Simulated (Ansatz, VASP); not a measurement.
One calculation of ZrB2, two programs

Contents of INCAR:

```
PREC = Accurate ; ENCUT = 520
EDIFF = 1E-6 ; ISMEAR = 0
SIGMA = 0.15 ; LREAL = F
LASPH = T ; NELM = 80
ALGO = Normal ; ISIF = 2
LWAVE = F ; LCHARG = T
LELF = T ; LVHAR = T
NBANDS = 16
```

The input KPOINTS:

```
Automatic mesh
0
Gamma
  15 15 12
```

File POSCAR:

```
ZrB2
1.0
    3.1325412665      0.0000000000      0.0000000000
   -1.5662706333      2.7128603152      0.0000000000
    0.0000000000      0.0000000000      3.5470000000
Zr B
1 2
Direct
    0.0000000000      0.0000000000      0.0000000000
    0.3333333333      0.6666666667      0.5000000000
    0.6666666667      0.3333333333      0.5000000000
```

Input for Ansatz:

```yaml
crystal:
  lattice:
    - [3.1325412665, 0.0, 0.0]
    - [-1.5662706333, 2.7128603152, 0.0]
    - [0.0, 0.0, 3.547]
  atoms:
    - { symbol: Zr, position: [0.0, 0.0, 0.0] }
    - { symbol: B, position: [0.3333333333, 0.6666666667, 0.5] }
    - { symbol: B, position: [0.6666666667, 0.3333333333, 0.5] }
basis:
  ecutwfc: 520.0
kpoints:
  mp_grid: { grid: [15, 15, 12] }
hamiltonian:
  xc: lda
  pseudopotentials: { kind: paw }
scf:
  occupations: { method: gaussian, width: 0.15 }
output:
  forces: true
  stress: true
  eigenvalues: true
```

Alike in both runs: task single point; functional LDA; k mesh 15 × 15 × 12; occupations gaussian, width 0.15 eV; no spin polarisation.

|  | VASP | Ansatz |
| --- | --- | --- |
| version | VASP 6.6.1 | Ansatz 0.2.0 |
| potentials or method | VASP PAW LDA potentials, release 64 (Zr_sv, B), cutoff 520 eV | scalar-relativistic, plane waves, PAW |
| valence electrons in the cell | 18 | 18 |

Ansatz gave:

| Item | Value |
| --- | --- |
| gap on the k mesh at the Fermi level (eV) | none |
| pressure (GPa) | -3.9 |
| traceless stress, the component that is largest in VASP (GPa) | -3.58 |

Q: Estimate VASP's values.

A: gap on the k mesh at the Fermi level (eV): none; pressure (GPa): -3.4; traceless stress, the component that is largest in VASP (GPa): -3.55.

LDA's correlation is that of Perdew and Zunger in VASP and of Perdew and Wang (1992) in Ansatz. A gap of «none» marks a metal or a gap that the smearing closes.
